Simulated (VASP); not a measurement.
# AlC3 (Pm-3m) in VASP: single point with PBE

Aim: the single point of AlC3 with PBE.

Everything below comes from runs of VASP 6.6.1. Logs are shortened: lines on timing, memory, paths and dates and some standing lists are left out, and cuts for length are marked.

### 1 The cell of the first run

It takes space group Pm-3m (No. 221, cubic). Conventional cell: a = 3.208 Å, b = 3.208 Å, c = 3.208 Å, α = 90.00°, β = 90.00°, γ = 90.00°. Within 3.0 Å of Al (site symmetry m-3m) lie 12 C at 2.27 Å. Within 3.0 Å of C (site symmetry 4/mmm) lie 4 Al at 2.27 Å and 8 C at 2.27 Å.

### 2 Single point, PBE

Input file INCAR:

```
SYSTEM = AlC3
  ALGO = Normal
  EDIFF = 1E-6
  ENCUT = 600
  GGA = PE
  GGA_COMPAT = .FALSE.
  ISIF = 2
  ISMEAR = 1
  LASPH = .TRUE.
  LCHARG = .TRUE.
  LELF = .TRUE.
  LREAL = .FALSE.
  LVHAR = .TRUE.
  LWAVE = .FALSE.
  NBANDS = 16
  NELM = 120
  PREC = Accurate
  SIGMA = 0.1
```

Input file KPOINTS:

```
k-points
0
G
  9 9 9
  0 0 0
```

Input file POSCAR:

```
AlC3
1.0
    3.2079290000      0.0000000000      0.0000000000
    0.0000000000      3.2079290000      0.0000000000
    0.0000000000      0.0000000000      3.2079290000
Al C
1 3
Direct
    0.0000000000      0.0000000000      0.0000000000
    0.0000000000      0.5000000000      0.5000000000
    0.5000000000      0.0000000000      0.5000000000
    0.5000000000      0.5000000000      0.0000000000
```

Potentials or basis: VASP PAW PBE potentials, release 64 (Al, C).

Started as:

```console
cat potpaw_PBE.64/Al/POTCAR potpaw_PBE.64/C/POTCAR > POTCAR
mpirun -np 1 vasp_std > vasp.out
```

OUTCAR:

```text
SYSTEM = AlC3
   EDIFF = 1E-6
   ENCUT = 600
   GGA = PE
   ISIF = 2
   ISMEAR = 1
   LASPH = .TRUE.
   LREAL = .FALSE.
   NELM = 120
   PREC = Accurate

 ion  position               nearest neighbor table
   1  0.000  0.000  0.000-   2 2.27   3 2.27   4 2.27   2 2.27   3 2.27   2 2.27   4 2.27   2 2.27
                             3 2.27   4 2.27   3 2.27   4 2.27
   2  0.000  0.500  0.500-   1 2.27   1 2.27   1 2.27   1 2.27
   3  0.500  0.000  0.500-   1 2.27   1 2.27   1 2.27   1 2.27
   4  0.500  0.500  0.000-   1 2.27   1 2.27   1 2.27   1 2.27

  LATTYP: Found a simple cubic cell.
 ALAT       =     3.2079290000

  Lattice vectors:

 A1 = (   3.2079290000,   0.0000000000,   0.0000000000)
 A2 = (   0.0000000000,   3.2079290000,   0.0000000000)
 A3 = (   0.0000000000,   0.0000000000,   3.2079290000)

Analysis of symmetry for initial positions (statically):
=====================================================================
 Subroutine PRICEL returns:
 Original cell was already a primitive cell.

 Routine SETGRP: Setting up the symmetry group for a
 simple cubic supercell.

 Subroutine GETGRP returns: Found 48 space group operations
 (whereof 48 operations were pure point group operations)
 out of a pool of 48 trial point group operations.

The static configuration has the point symmetry O_h .

Analysis of symmetry for dynamics (positions and initial velocities):
=====================================================================
 Subroutine PRICEL returns:
 Original cell was already a primitive cell.

 Routine SETGRP: Setting up the symmetry group for a
 simple cubic supercell.

 Subroutine GETGRP returns: Found 48 space group operations
 (whereof 48 operations were pure point group operations)
 out of a pool of 48 trial point group operations.

The dynamic configuration has the point symmetry O_h .

 Subroutine INISYM returns: Found 48 space group operations
 (whereof 48 operations are pure point group operations),
 and found     1 'primitive' translations

----------------------------------------------------------------------------------------

                                     Primitive cell

  volume of cell :      33.0122

  direct lattice vectors                    reciprocal lattice vectors
     3.207929000  0.000000000  0.000000000     0.311727597  0.000000000  0.000000000
     0.000000000  3.207929000  0.000000000     0.000000000  0.311727597  0.000000000
     0.000000000  0.000000000  3.207929000     0.000000000  0.000000000  0.311727597

  length of vectors
     3.207929000  3.207929000  3.207929000     0.311727597  0.311727597  0.311727597

  position of ions in fractional coordinates (direct lattice)
     0.000000000  0.000000000  0.000000000
     0.000000000  0.500000000  0.500000000
     0.500000000  0.000000000  0.500000000
     0.500000000  0.500000000  0.000000000

  ion indices of the primitive-cell ions
   primitive index   ion index
                 1           1
                 2           2
                 3           3
                 4           4

----------------------------------------------------------------------------------------

 KPOINTS: k-points

Automatic generation of k-mesh.
 Grid dimensions read from file:
 generate k-points for:    9    9    9

 Generating k-lattice:

  Cartesian coordinates                     Fractional coordinates (reciprocal lattice)
     0.034636400  0.000000000  0.000000000     0.111111111  0.000000000  0.000000000
     0.000000000  0.034636400  0.000000000     0.000000000  0.111111111  0.000000000
     0.000000000  0.000000000  0.034636400     0.000000000  0.000000000  0.111111111

  Length of vectors
     0.034636400  0.034636400  0.034636400

  Shift w.r.t. Gamma in fractional coordinates (k-lattice)
     0.000000000  0.000000000  0.000000000

 Subroutine IBZKPT returns following result:
 ===========================================

 Found     35 irreducible k-points:

 Following reciprocal coordinates:
            Coordinates               Weight
  0.000000  0.000000  0.000000      1.000000
  0.111111  0.000000  0.000000      6.000000
  0.222222  0.000000  0.000000      6.000000
  0.333333  0.000000  0.000000      6.000000
  0.444444  0.000000  0.000000      6.000000
  0.111111  0.111111  0.000000     12.000000
[... 16 lines left out ...]
  0.333333  0.333333  0.111111     24.000000
  0.444444  0.333333  0.111111     48.000000
 [... further k-points ...]
   k-points           NKPTS =     35   k-points in BZ     NKDIM =     35   number of bands    NBANDS=     16
   number of dos      NEDOS =    301   number of ions     NIONS =      4
   total plane-waves  NPLWV =  21952
   dimension x,y,z NGX =    28 NGY =   28 NGZ =   28
   dimension x,y,z NGXF=    56 NGYF=   56 NGZF=   56
   ions per type =               1   3
   NGX,Y,Z   is equivalent  to a cutoff of  14.51, 14.51, 14.51 a.u.
   NGXF,Y,Z  is equivalent  to a cutoff of  29.02, 29.02, 29.02 a.u.
 SYSTEM =  AlC3
   PREC   = accura    normal or accurate (medium, high low for compatibility)
   ISTART =      0    job   : 0-new  1-cont  2-samecut
   ICHARG =      2    charge: 1-file 2-atom 10-const
   ISPIN  =      1    spin polarized calculation?
   LNONCOLLINEAR =      F non collinear calculations
   LSORBIT =      F    spin-orbit coupling
   LASPH  =      T    aspherical Exc in radial PAW
   ENCUT  =  600.0 eV  44.10 Ry    6.64 a.u.   6.41  6.41  6.41*2*pi/ulx,y,z
   NELM   =    120;   NELMIN=  2; NELMDL= -5     # of ELM steps
   EDIFF  = 0.1E-05   stopping-criterion for ELM
   LREAL  =      F    real-space projection
   EDIFFG = 0.1E-04   stopping-criterion for IOM
   NSW    =      0    number of steps for IOM
   IBRION =     -1    ionic relax: 0-MD 1-quasi-New 2-CG
   NFREE  =      0    steps in history (QN), initial steepest desc. (CG)
   ISIF   =      2    stress and relaxation
   ISYM   =      2    0-nonsym 1-usesym 2-fastsym
   POTIM  = 0.5000    time-step for ionic-motion
   TEBEG  =    0.0;   TEEND  =   0.0 temperature during run
   PSTRESS=    0.0 pullay stress
   NELECT =      15.0000    total number of electrons
   NUPDOWN=      -1.0000    fix difference up-down
   EMIN   =  10.00;   EMAX   =-10.00  energy-range for DOS
   EFERMI =   0.00;   METHOD = LEGACY
   ISMEAR =     1;   SIGMA  =   0.10  broadening in eV -4-tet -1-fermi 0-gaus
   EFERMI_NEDOS =   21; number of points for ismear=-14 and -15
   IALGO  =     38    algorithm
   IMIX   =      4    mixing-type and parameters
     AMIX     =   0.40;   BMIX     =  1.00
     AMIX_MAG =   1.60;   BMIX_MAG =  1.00
  volume/ion in A,a.u.               =       8.25        55.69
  Fermi-wavevector in a.u.,A,eV,Ry     =   1.258579  2.378370 21.551918  1.584021
  Thomas-Fermi vector in A             =   2.392182
   LORBIT       =      0    0 simple, 1 ext, 2 COOP (PROOUT), +10 PAW based schemes
   GGA     = PE    functional components
   LHFCALC =     F    Hartree Fock is set to
   AEXX    =    0.0000 exact exchange contribution
   IVDW    =     0    specifies the selected vdW correction
   LEPSILON=     F    determine dielectric tensor
   LRPA    =     F    only Hartree local field effects (RPA)
 non-spin polarized calculation
 Methfessel and Paxton  Order N= 1 SIGMA  =   0.10
  energy-cutoff  :      600.00
  volume of cell :       33.01
 maximum number of plane-waves:      1141
 NGX is ok and might be reduce to    28
   NGX = 13   NGY = 13   NGZ = 13

 number of electron      15.0000000 magnetization

 Free energy of the ion-electron system (eV)
  ---------------------------------------------------
  ext. energy  EPLUGINS =         0.00000000
  ---------------------------------------------------
  free energy    TOTEN  =       -20.60465241 eV

  energy without entropy =      -20.60583132  energy(sigma->0) =      -20.60504538

 E-fermi :   9.3689     XC(G=0): -12.2640

 val. band max:        9.3251281061   @ k =   0.1111   0.1111   0.0000
 cond. band min:       9.3882656287   @ k =   0.4444   0.4444   0.0000
 fundamental gap:      0.0631375226
 Fermi energy:         9.3688571096

 k-point     1 :       0.0000    0.0000    0.0000
  band No.  band energies     occupation
      1      -8.2423      2.00000
      2       2.6211      2.00000
      3       2.6211      2.00000
      4       3.2888      2.00000
      5       3.2888      2.00000
      6       3.2888      2.00000
[... 8 lines left out ...]
     15      19.8452      0.00000
     16      21.6579      0.00000

 k-point     2 :       0.1111    0.0000    0.0000
  band No.  band energies     occupation
      1      -8.0903      2.00000
      2       0.9483      2.00000
      3       2.7213      2.00000
      4       3.4287      2.00000
      5       3.4287      2.00000
      6       4.7824      2.00000
[... 8 lines left out ...]
     15      20.4301      0.00000
     16      21.6500      0.00000

 k-point     3 :       0.2222    0.0000    0.0000
  band No.  band energies     occupation
      1      -7.6377      2.00000
      2      -0.9918      2.00000
      3       3.0054      2.00000
      4       3.8410      2.00000
      5       3.8410      2.00000
      6       6.2336      2.00000
[... 8 lines left out ...]
     15      21.3101      0.00000
     16      21.3101      0.00000

 k-point     4 :       0.3333    0.0000    0.0000
  band No.  band energies     occupation
      1      -6.8978      2.00000
      2      -2.7783      2.00000
      3       3.4084      2.00000
      4       4.4928      2.00000
      5       4.4928      2.00000
      6       7.4255      2.00000
[... 8 lines left out ...]
     15      20.7860      0.00000
     16      20.7860      0.00000
[... 324 lines left out ...]
 k-point    22 :       0.4444    0.2222    0.1111
  band No.  band energies     occupation
      1      -5.2166      2.00000
      2      -3.5742      2.00000
      3       1.0092      2.00000
      4       3.5022      2.00000
      5       4.2466      2.00000
      6       5.9443      2.00000
[... 8 lines left out ...]
     15      19.8274      0.00000
     16      21.0617      0.00000

 k-point    23 :       0.3333    0.3333    0.1111
  band No.  band energies     occupation
      1      -5.4316      2.00000
      2      -1.8954      2.00000
      3      -0.8845      2.00000
      4       2.9960      2.00000
      5       4.0716      2.00000
      6       6.8611      2.00000
[... 8 lines left out ...]
     15      20.0583      0.00000
     16      21.9440      0.00000

 k-point    24 :       0.4444    0.3333    0.1111
  band No.  band energies     occupation
      1      -4.4985      2.00000
      2      -2.9497      2.00000
      3      -0.5845      2.00000
      4       1.8519      2.00000
      5       4.7680      2.00000
      6       6.2426      2.00000
[... 8 lines left out ...]
     15      20.3819      0.00000
     16      21.6897      0.00000

 [... further k-points ...]

------------------------ aborting loop because EDIFF is reached ----------------------------------------

  FORCE on cell =-STRESS in cart. coord.  units (eV):
  Direction    XX          YY          ZZ          XY          YZ          ZX
  --------------------------------------------------------------------------------------
  -------------------------------------------------------------------------------------
  Total       -0.0334493     -0.0334493     -0.0334493      0.0000000      0.0000000     -0.0000000
  in kB       -1.6233899     -1.6233899     -1.6233899      0.0000000      0.0000000     -0.0000000
  external PRESSURE =      -1.6233899 kB  Pullay stress =       0.0000000 kB

 VOLUME and BASIS-vectors are now :
 -----------------------------------------------------------------------------
  energy-cutoff  :      600.00
  volume of cell :       33.01
      direct lattice vectors                 reciprocal lattice vectors
     3.207929000  0.000000000  0.000000000     0.311727597  0.000000000  0.000000000
     0.000000000  3.207929000  0.000000000     0.000000000  0.311727597  0.000000000
     0.000000000  0.000000000  3.207929000     0.000000000  0.000000000  0.311727597

 POSITION                                       TOTAL-FORCE (eV/Angst)
 -----------------------------------------------------------------------------------
      0.00000      0.00000      0.00000         0.000000      0.000000      0.000000
      0.00000      1.60396      1.60396         0.000000      0.000000      0.000000
      1.60396      0.00000      1.60396         0.000000      0.000000      0.000000
      1.60396      1.60396      0.00000         0.000000      0.000000      0.000000
 -----------------------------------------------------------------------------------
    total drift:                                0.000000      0.000000      0.000000

  FREE ENERGIE OF THE ION-ELECTRON SYSTEM (eV)
  ---------------------------------------------------
  free  energy   TOTEN  =       -20.6046524069 eV

  energy  without entropy=      -20.6058313183  energy(sigma->0) =      -20.60504538
```

It took 11 s on 1 thread of Intel Xeon 6975P-C (Granite Rapids), shared host; peak memory 0.15 GiB.

Results:

| Item | Value |
| --- | --- |
| Free energy | -20.6047 eV |
| Pressure | -0.2 GPa |
| Band gap on the k mesh | zero (an odd number of electrons rules out a gap without spin polarisation) |
